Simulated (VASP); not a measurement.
A run of VASP 6.6.1:

INCAR

```
ALGO = Normal
EDIFF = 1E-7
ENCUT = 520
GGA = PE
ISIF = 2
ISMEAR = 0
LASPH = T
LCHARG = F
LREAL = F
LWAVE = F
NBANDS = 15
NELM = 80
PREC = Accurate
SIGMA = 0.05
```

KPOINTS

```
k-points
0
Gamma
  6 6 4
```

File POSCAR:

```
MgI2
1.0
    4.2950988506      0.0000000000      0.0000000000
   -2.1475494253      3.7196647164      0.0000000000
    0.0000000000      0.0000000000      7.9749240755
Mg I
1 2
Direct
    0.0000000000      0.0000000000      0.0000000000
    0.3333333333      0.6666666667      0.7973879295
    0.6666666667      0.3333333333      0.2026120705
```

Potentials or basis: VASP PAW PBE potentials, release 64 (Mg, I).

Launch:

```sh
$ cat potpaw_PBE.64/Mg/POTCAR potpaw_PBE.64/I/POTCAR > POTCAR
$ mpirun -np 1 vasp_std > vasp.out
```

Hardware: 1 thread of AMD EPYC 9R45 96-Core Processor (Zen 5), with other jobs on the host.

Q: How long does it take, and how much memory?

A: Wall time 25 s on 1 thread of AMD EPYC 9R45 96-Core Processor (Zen 5), with other jobs on the host, peak memory 0.22 GiB. Counts: scf iterations 15, k points 24.
